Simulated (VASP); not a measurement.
Runs of VASP 6.6.1 on W. The structure is that of space group Im-3m (No. 229), or close to it. The cells are those of the table. 

| task | level | potentials or basis | cell | k mesh | cutoff (eV) | gap on the mesh (eV) | pressure (GPa) | relaxed volume (Å³/atom) |
| --- | --- | --- | --- | --- | --- | --- | --- | --- |
| relaxation of cell and atoms | PBEsol | VASP PAW PBE potentials, release 64 (W_sv) | relaxed from a = 2.737 Å, angles 109.5°, 1 atom | 24 × 24 × 24 | 600 | none | 0.0 | 15.72 |
| single point | LDA | VASP PAW LDA potentials, release 64 (W_sv) | a = 2.715 Å, angles 109.5°, 1 atom | 24 × 24 × 24 | 520 | none | (a) | - |
| single point | r2SCAN | VASP PAW PBE potentials, release 64 (W_sv) | a = 2.745 Å, angles 109.5°, 1 atom | 24 × 24 × 24 | 520 | none | 1.0 | - |
| single point | LDA | VASP PAW LDA potentials, release 64 (W_sv) | a = 2.715 Å, angles 109.5°, 1 atom | 36 × 36 × 36 | 520 | none | (b) | - |
| single point | PBEsol | VASP PAW PBE potentials, release 64 (W_sv) | a = 2.732 Å, angles 109.5°, 1 atom | 24 × 24 × 24 | 520 | none | 0.6 | - |
| relaxation of cell and atoms | r2SCAN | VASP PAW PBE potentials, release 64 (W_sv) | relaxed from a = 2.737 Å, angles 109.5°, 1 atom | 24 × 24 × 24 | 600 | none | 0.0 | 15.97 |
| relaxation of cell and atoms | LDA | VASP PAW LDA potentials, release 64 (W_sv) | relaxed from a = 2.737 Å, angles 109.5°, 1 atom | 24 × 24 × 24 | 600 | none | 0.0 | 15.50 |

Alike in all rows: no spin polarisation; smearing methfessel-paxton 0.1 eV.

**Question.** Fill in the values left out.

**Answer.** (a) 1.9; (b) 2.0.

Caveats: spin-orbit coupling is left out, which moves the levels of the heavy elements; the PAW data sets were made with another functional, which shifts forces and pressure a little (at least some runs).

A k mesh can miss the band edges, and the runs leave out spin-orbit coupling on W.

A gap of «none» marks levels without a gap at the run's occupations.
